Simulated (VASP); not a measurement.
# Ni (Fm-3m) in VASP: further runs

The runs below take Ni through single point, with PBEsol.

Everything below comes from runs of VASP 6.6.1. Logs are shortened: lines on timing, memory, paths and dates and some standing lists are left out, and cuts for length are marked.

### Step 1. The cell of the first run

The structure is cubic, space group Fm-3m (No. 225). Conventional cell: a = 3.476 Å, b = 3.476 Å, c = 3.476 Å, α = 90.00°, β = 90.00°, γ = 90.00°. Ni (site symmetry m-3m) has 12 Ni at 2.46 Å within 3.2 Å.

### Step 2. Single point, PBEsol, collinear spin, ferromagnetic start

INCAR

```
ALGO     = Normal         # electronic algorithm
EDIFF    = 1E-7           # SCF threshold, eV
ENCUT    = 520            # plane-wave cutoff, eV
GGA      = PS             # functional
ISIF     = 2              # what is computed and relaxed
ISMEAR   = -1             # smearing method
ISPIN    = 2              # spin polarisation
LASPH    = True           # aspherical terms in the spheres
LCHARG   = True           # write CHGCAR
LELF     = True           # ELF
LMAXMIX  = 4              # l up to which the mixer works
LORBIT   = 11             # projections on sites
LREAL    = False          # projectors in reciprocal space
LVHAR    = True         
LWAVE    = False          # write WAVECAR
MAGMOM   = 1              # initial moments
NBANDS   = 15             # bands
NELM     = 150            # most SCF steps
PREC     = Accurate       # precision mode
SIGMA    = 0.1            # smearing width, eV
```

KPOINTS

```
k-points
0
Gamma
  19 19 19
```

POSCAR

```
Ni
1.0
    0.0000000000      1.7381565062      1.7381565062
    1.7381565062      0.0000000000      1.7381565062
    1.7381565062      1.7381565062      0.0000000000
Ni
1
Direct
    0.0000000000      0.0000000000      0.0000000000
```

Potentials or basis: VASP PAW PBE potentials, release 64 (Ni).

Started as:

```bash
$ cat potpaw_PBE.64/Ni/POTCAR > POTCAR
$ mpirun -np 1 vasp_std > vasp.out
```

OUTCAR:

```text
EDIFF = 1E-7
   ENCUT = 520
   GGA = PS
   ISIF = 2
   ISMEAR = -1
   ISPIN = 2
   LASPH = True
   LORBIT = 11
   LREAL = False
   NELM = 150
   PREC = Accurate

 ion  position               nearest neighbor table
   1  0.000  0.000  0.000-

  LATTYP: Found a face centered cubic cell.
 ALAT       =     3.4763130124

  Lattice vectors:

 A1 = (   0.0000000000,   1.7381565062,   1.7381565062)
 A2 = (   1.7381565062,   0.0000000000,   1.7381565062)
 A3 = (   1.7381565062,   1.7381565062,   0.0000000000)

Analysis of symmetry for initial positions (statically):
=====================================================================
 Subroutine PRICEL returns:
 Original cell was already a primitive cell.

 Routine SETGRP: Setting up the symmetry group for a
 face centered cubic supercell.

 Subroutine GETGRP returns: Found 48 space group operations
 (whereof 48 operations were pure point group operations)
 out of a pool of 48 trial point group operations.

The static configuration has the point symmetry O_h .

Analysis of symmetry for dynamics (positions and initial velocities):
=====================================================================
 Subroutine PRICEL returns:
 Original cell was already a primitive cell.

 Routine SETGRP: Setting up the symmetry group for a
 face centered cubic supercell.

 Subroutine GETGRP returns: Found 48 space group operations
 (whereof 48 operations were pure point group operations)
 out of a pool of 48 trial point group operations.

The dynamic configuration has the point symmetry O_h .

Analysis of structural, dynamic, and magnetic symmetry:
=====================================================================
 Subroutine PRICEL returns:
 Original cell was already a primitive cell.

 Routine SETGRP: Setting up the symmetry group for a
 face centered cubic supercell.

 Subroutine GETGRP returns: Found 48 space group operations
 (whereof 48 operations were pure point group operations)
 out of a pool of 48 trial point group operations.

The overall configuration has the point symmetry O_h .

 Subroutine INISYM returns: Found 48 space group operations
 (whereof 48 operations are pure point group operations),
 and found     1 'primitive' translations

----------------------------------------------------------------------------------------

                                     Primitive cell

  volume of cell :      10.5026

  direct lattice vectors                    reciprocal lattice vectors
     0.000000000  1.738156506  1.738156506    -0.287661093  0.287661093  0.287661093
     1.738156506  0.000000000  1.738156506     0.287661093 -0.287661093  0.287661093
     1.738156506  1.738156506  0.000000000     0.287661093  0.287661093 -0.287661093

  length of vectors
     2.458124505  2.458124505  2.458124505     0.498243628  0.498243628  0.498243628

  position of ions in fractional coordinates (direct lattice)
     0.000000000  0.000000000  0.000000000

  ion indices of the primitive-cell ions
   primitive index   ion index
                 1           1

----------------------------------------------------------------------------------------

 KPOINTS: k-points

Automatic generation of k-mesh.
 Grid dimensions read from file:
 generate k-points for:   19   19   19

 Generating k-lattice:

  Cartesian coordinates                     Fractional coordinates (reciprocal lattice)
    -0.015140058  0.015140058  0.015140058     0.052631579  0.000000000  0.000000000
     0.015140058 -0.015140058  0.015140058     0.000000000  0.052631579  0.000000000
     0.015140058  0.015140058 -0.015140058     0.000000000  0.000000000  0.052631579

  Length of vectors
     0.026223349  0.026223349  0.026223349

  Shift w.r.t. Gamma in fractional coordinates (k-lattice)
     0.000000000  0.000000000  0.000000000

 Subroutine IBZKPT returns following result:
 ===========================================

 Found    220 irreducible k-points:

 Following reciprocal coordinates:
            Coordinates               Weight
  0.000000  0.000000  0.000000      1.000000
  0.052632  0.000000  0.000000      8.000000
  0.105263  0.000000  0.000000      8.000000
  0.157895  0.000000  0.000000      8.000000
  0.210526  0.000000  0.000000      8.000000
  0.263158  0.000000  0.000000      8.000000
[... 16 lines left out ...]
 -0.315789  0.052632  0.000000     24.000000
 -0.263158  0.052632  0.000000     24.000000
 [... further k-points ...]
   k-points           NKPTS =    220   k-points in BZ     NKDIM =    220   number of bands    NBANDS=     15
   number of dos      NEDOS =    301   number of ions     NIONS =      1
   total plane-waves  NPLWV =   5832
   dimension x,y,z NGX =    18 NGY =   18 NGZ =   18
   dimension x,y,z NGXF=    36 NGYF=   36 NGZF=   36
   ions per type =               1
   NGX,Y,Z   is equivalent  to a cutoff of  12.17, 12.17, 12.17 a.u.
   NGXF,Y,Z  is equivalent  to a cutoff of  24.35, 24.35, 24.35 a.u.
 SYSTEM =  unknown system
   PREC   = accura    normal or accurate (medium, high low for compatibility)
   ISTART =      0    job   : 0-new  1-cont  2-samecut
   ICHARG =      2    charge: 1-file 2-atom 10-const
   ISPIN  =      2    spin polarized calculation?
   LNONCOLLINEAR =      F non collinear calculations
   LSORBIT =      F    spin-orbit coupling
   LASPH  =      T    aspherical Exc in radial PAW
   ENCUT  =  520.0 eV  38.22 Ry    6.18 a.u.   4.57  4.57  4.57*2*pi/ulx,y,z
   NELM   =    150;   NELMIN=  2; NELMDL= -5     # of ELM steps
   EDIFF  = 0.1E-06   stopping-criterion for ELM
   LREAL  =      F    real-space projection
   EDIFFG = 0.1E-05   stopping-criterion for IOM
   NSW    =      0    number of steps for IOM
   IBRION =     -1    ionic relax: 0-MD 1-quasi-New 2-CG
   NFREE  =      0    steps in history (QN), initial steepest desc. (CG)
   ISIF   =      2    stress and relaxation
   ISYM   =      2    0-nonsym 1-usesym 2-fastsym
   POTIM  = 0.5000    time-step for ionic-motion
   TEBEG  =    0.0;   TEEND  =   0.0 temperature during run
   PSTRESS=    0.0 pullay stress
   NELECT =      10.0000    total number of electrons
   NUPDOWN=      -1.0000    fix difference up-down
   EMIN   =  10.00;   EMAX   =-10.00  energy-range for DOS
   EFERMI =   0.00;   METHOD = LEGACY
   ISMEAR =    -1;   SIGMA  =   0.10  broadening in eV -4-tet -1-fermi 0-gaus
   EFERMI_NEDOS =   21; number of points for ismear=-14 and -15
   IALGO  =     38    algorithm
   IMIX   =      4    mixing-type and parameters
     AMIX     =   0.40;   BMIX     =  1.00
     AMIX_MAG =   1.60;   BMIX_MAG =  1.00
  volume/ion in A,a.u.               =      10.50        70.88
  Fermi-wavevector in a.u.,A,eV,Ry     =   1.610556  3.043510 35.292045  2.593892
  Thomas-Fermi vector in A             =   2.706088
   LORBIT       =     11    0 simple, 1 ext, 2 COOP (PROOUT), +10 PAW based schemes
   GGA     = PS    functional components
   LHFCALC =     F    Hartree Fock is set to
   AEXX    =    0.0000 exact exchange contribution
   IVDW    =     0    specifies the selected vdW correction
   LEPSILON=     F    determine dielectric tensor
   LRPA    =     F    only Hartree local field effects (RPA)
 spin polarized calculation
  energy-cutoff  :      520.00
  volume of cell :       10.50
 maximum number of plane-waves:       295
   NGX =  9   NGY =  9   NGZ =  9

 number of electron      10.0000000 magnetization       1.0000000

 number of electron       9.9999999 magnetization       0.5949870

 Free energy of the ion-electron system (eV)
  ---------------------------------------------------
  ext. energy  EPLUGINS =         0.00000000
  ---------------------------------------------------
  free energy    TOTEN  =        -6.16139890 eV

  energy without entropy =       -6.10683132  energy(sigma->0) =       -6.13411511

 E-fermi :   9.6813     XC(G=0): -13.6457

 val. band max:        9.6783241084   @ k =  -0.2632   0.1579   0.0000
 cond. band min:       9.6816548156   @ k =  -0.4211   0.3158   0.1579
 fundamental gap:      0.0033307073
 Fermi energy:         9.6813126277

 spin component 1

 k-point     1 :       0.0000    0.0000    0.0000
  band No.  band energies     occupation
      1       0.3867      1.00000
      2       7.2042      1.00000
      3       7.2042      1.00000
      4       7.2042      1.00000
      5       8.4207      1.00000
      6       8.4207      1.00000
      7      33.6913      0.00000
      8      37.8066      0.00000
      9      37.8066      0.00000
     10      37.8066      0.00000
     11      40.8514      0.00000
     12      40.8514      0.00000
     13      40.8514      0.00000
     14      43.7870      0.00000
     15      50.4587      0.00000
[... 397 lines left out ...]
 k-point    24 :      -0.2632    0.0526    0.0000
  band No.  band energies     occupation
      1       3.2387      1.00000
      2       6.8358      1.00000
      3       7.4012      1.00000
      4       7.4548      1.00000
      5       8.4480      1.00000
      6       8.7837      0.99987
      7      23.0047      0.00000
      8      32.0006      0.00000
      9      35.0837      0.00000
     10      37.3801      0.00000
     11      39.2181      0.00000
     12      40.5321      0.00000
     13      44.4315      0.00000
     14      47.5638      0.00000
     15      50.1082      0.00000

 [... further k-points ...]

 spin component 2

 k-point     1 :       0.0000    0.0000    0.0000
  band No.  band energies     occupation
      1       0.3775      1.00000
      2       7.8840      1.00000
      3       7.8840      1.00000
      4       7.8840      1.00000
      5       9.0123      0.99876
      6       9.0123      0.99876
      7      33.5856      0.00000
      8      37.8083      0.00000
      9      37.8083      0.00000
     10      37.8083      0.00000
     11      40.9665      0.00000
     12      40.9665      0.00000
     13      40.9665      0.00000
     14      43.6991      0.00000
     15      50.6469      0.00000
[... 397 lines left out ...]
 k-point    24 :      -0.2632    0.0526    0.0000
  band No.  band energies     occupation
      1       3.2816      1.00000
      2       7.3870      1.00000
      3       8.0253      1.00000
      4       8.0854      1.00000
      5       9.0962      0.99713
      6       9.4363      0.92057
      7      23.1752      0.00000
      8      32.0247      0.00000
      9      35.0872      0.00000
     10      37.4871      0.00000
     11      39.2703      0.00000
     12      40.5513      0.00000
     13      44.4637      0.00000
     14      47.6665      0.00000
     15      50.2888      0.00000

 [... further k-points ...]
[... 5 lines left out ...]
  --------------------------------------------------------------------------------------
  -------------------------------------------------------------------------------------
  Total       -0.1480631     -0.1480631     -0.1480631     -0.0000000      0.0000000     -0.0000000
  in kB      -22.5871115    -22.5871115    -22.5871115     -0.0000000      0.0000000     -0.0000000
  external PRESSURE =     -22.5871115 kB  Pullay stress =       0.0000000 kB

 VOLUME and BASIS-vectors are now :
 -----------------------------------------------------------------------------
  energy-cutoff  :      520.00
  volume of cell :       10.50
      direct lattice vectors                 reciprocal lattice vectors
     0.000000000  1.738156506  1.738156506    -0.287661093  0.287661093  0.287661093
     1.738156506  0.000000000  1.738156506     0.287661093 -0.287661093  0.287661093
     1.738156506  1.738156506  0.000000000     0.287661093  0.287661093 -0.287661093

 POSITION                                       TOTAL-FORCE (eV/Angst)
 -----------------------------------------------------------------------------------
      0.00000      0.00000      0.00000         0.000000      0.000000     -0.000000
 -----------------------------------------------------------------------------------
    total drift:                                0.000000     -0.000000      0.000000

  FREE ENERGIE OF THE ION-ELECTRON SYSTEM (eV)
  ---------------------------------------------------
  free  energy   TOTEN  =        -6.1613989037 eV

  energy  without entropy=       -6.1068313243  energy(sigma->0) =       -6.13411511

 total charge

# of ion       s       p       d       tot
------------------------------------------
    1        0.515   0.535   8.329   9.379

 magnetization (x)

# of ion       s       p       d       tot
------------------------------------------
    1       -0.006  -0.023   0.631   0.601
```

Run time: 39 s. Hardware: 1 thread of AMD EPYC 9R45 (Zen 5), shared host; peak memory 0.13 GiB.

Results:

- Free energy: -6.1614 eV
- Pressure: -2.3 GPa
- Net moment: 0.59 μB per cell
- Site moments: Ni +0.60 μB
- Valence electrons inside the program's atomic spheres: Ni 9.38

Levels at points of the mesh, in eV from the Fermi level:
Spin up:
| k point | band 1 | band 2 | band 3 | band 4 | band 5 | band 6 | band 7 | band 8 | band 9 | band 10 |
| --- | --- | --- | --- | --- | --- | --- | --- | --- | --- | --- |
| (0.00, 0.00, 0.00) | -9.29 | -2.48 | -2.48 | -2.48 | -1.26 | -1.26 | 24.01 | 28.13 | 28.13 | 28.13 |
Spin down:
| k point | band 1 | band 2 | band 3 | band 4 | band 5 | band 6 | band 7 | band 8 | band 9 | band 10 |
| --- | --- | --- | --- | --- | --- | --- | --- | --- | --- | --- |
| (0.00, 0.00, 0.00) | -9.30 | -1.80 | -1.80 | -1.80 | -0.67 | -0.67 | 23.90 | 28.13 | 28.13 | 28.13 |

Caveat: the PAW data sets were made with another functional, which shifts forces and pressure a little.

### Step 3. Single point, PBEsol, collinear spin, ferromagnetic start

INCAR

```
ALGO = Normal
EDIFF = 1E-7
ENCUT = 520
GGA = PS
ISIF = 2
ISMEAR = -1
ISPIN = 2
LASPH = T
LCHARG = F
LMAXMIX = 4
LORBIT = 11
LREAL = F
LWAVE = F
MAGMOM = 1
NBANDS = 15
NELM = 150
PREC = Accurate
SIGMA = 0.1
```

KPOINTS is that of step 2.

POSCAR

```
Ni
1.0
    0.0000000000      1.7381188198      1.7381188198
    1.7381188198      0.0000000000      1.7381188198
    1.7381188198      1.7381188198      0.0000000000
Ni
1
Direct
    0.0000000000      0.0000000000      0.0000000000
```

Potentials or basis: VASP PAW PBE potentials, release 64 (Ni).

Started as:

```bash
$ cat potpaw_PBE.64/Ni/POTCAR > POTCAR
$ mpirun -np 1 vasp_std > vasp.out
```

Run time: 36 s. Hardware: 1 thread of AMD EPYC 9R45 (Zen 5), shared host; peak memory 0.13 GiB.

Results (log left out):

```
Free energy                                           : -6.1614 eV
Pressure                                              : -2.2 GPa
Net moment                                            : 0.59 μB per cell
Site moments                                          : Ni +0.60 μB
Valence electrons inside the program's atomic spheres : Ni 9.38
```

Levels at points of the mesh, in eV from the Fermi level:
Spin up:
```csv
k point,band 1,band 2,band 3,band 4,band 5,band 6,band 7,band 8,band 9,band 10
"(0.00, 0.00, 0.00)",-9.30,-2.48,-2.48,-2.48,-1.26,-1.26,24.01,28.13,28.13,28.13
```
Spin down:
```tsv
k point	band 1	band 2	band 3	band 4	band 5	band 6	band 7	band 8	band 9	band 10
(0.00, 0.00, 0.00)	-9.30	-1.80	-1.80	-1.80	-0.67	-0.67	23.90	28.13	28.13	28.13
```

Caveat: the PAW data sets were made with another functional, which shifts forces and pressure a little.
